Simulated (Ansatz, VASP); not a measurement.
**K2Au: VASP beside Ansatz**

Contents of INCAR:

```
  PREC = Accurate
  ENCUT = 520
  EDIFF = 1E-6
  ISMEAR = 0
  SIGMA = 0.1
  LREAL = False
  LASPH = True
  NELM = 80
  ALGO = Fast
  ISIF = 2
  LWAVE = False
  LCHARG = True
  GGA = PE
  LELF = True
  LVHAR = True
  NBANDS = 22
```

Contents of KPOINTS:

```
regular mesh
0
Gamma
  12 12 6
```

Contents of POSCAR:

```
K2Au
1.0
    4.7329999292      0.0000000289      0.0000000000
   -2.3664999896      4.0988981603      0.0000000000
    0.0000000000      0.0000000000      8.0583791000
K Au
2 1
Direct
    0.3333333333      0.6666666667      0.2406990000
    0.6666666667      0.3333333333      0.7593010000
    0.0000000000      0.0000000000      0.0000000000
```

Input for Ansatz:

```yaml
crystal:
  lattice:
    - [4.7329999292, 2.89e-08, 0.0]
    - [-2.3664999896, 4.0988981603, 0.0]
    - [0.0, 0.0, 8.0583791]
  atoms:
    - { symbol: K, position: [0.3333333333, 0.6666666667, 0.240699] }
    - { symbol: K, position: [0.6666666667, 0.3333333333, 0.759301] }
    - { symbol: Au, position: [0.0, 0.0, 0.0] }
basis:
  ecutwfc: 420
kpoints:
  mp_grid: { grid: [12, 12, 6] }
  band_path:
    path:
      - [[0.0, 0.0, 0.0], [0.5, 0.0, 0.0], [0.33333333, 0.33333333, 0.0], [0.0, 0.0, 0.0], [0.0, 0.0, 0.5], [0.5, 0.0, 0.5], [0.33333333, 0.33333333, 0.5], [0.0, 0.0, 0.5]]
      - [[0.5, 0.0, 0.5], [0.5, 0.0, 0.0]]
      - [[0.33333333, 0.33333333, 0.5], [0.33333333, 0.33333333, 0.0]]
    npoints: 14
hamiltonian:
  xc: pbe
scf:
  occupations: { method: gaussian, width: 0.1 }
  n_extra_bands: 7
output:
  forces: true
  stress: true
  eigenvalues: true
  populations: true
  dos: { projected: true, de: 0.02, nscf_kmesh: { grid: [15, 15, 8] } }
  bader: true
  write_density: true
  write_potential: true
  elf: true
  volumetric_format: npy
```

Alike in both runs: task single point; functional PBE; k mesh 12 × 12 × 6; occupations gaussian, width 0.1 eV; no spin polarisation.

```csv
,VASP,Ansatz
version,VASP 6.6.1,Ansatz 0.2.0
potentials or method,"VASP PAW PBE potentials, release 64 (K_sv, Au), cutoff 520 eV","scalar-relativistic, plane waves, PAW"
valence electrons in the cell,29,37
```

```csv
,VASP,Ansatz,Ansatz less VASP
gap on the k mesh at the Fermi level (eV),none,none,-
pressure (GPa),0.0,0.0,+0.01
```

A gap of «none» marks a metal or a gap that the smearing closes. The functional is the same, so the differences come from potentials, cutoffs and numerics. VASP's potentials hold 29 valence electrons a cell and Ansatz's 37, so a difference there can come from the potentials and not from the codes.

Spin-orbit coupling is off throughout.
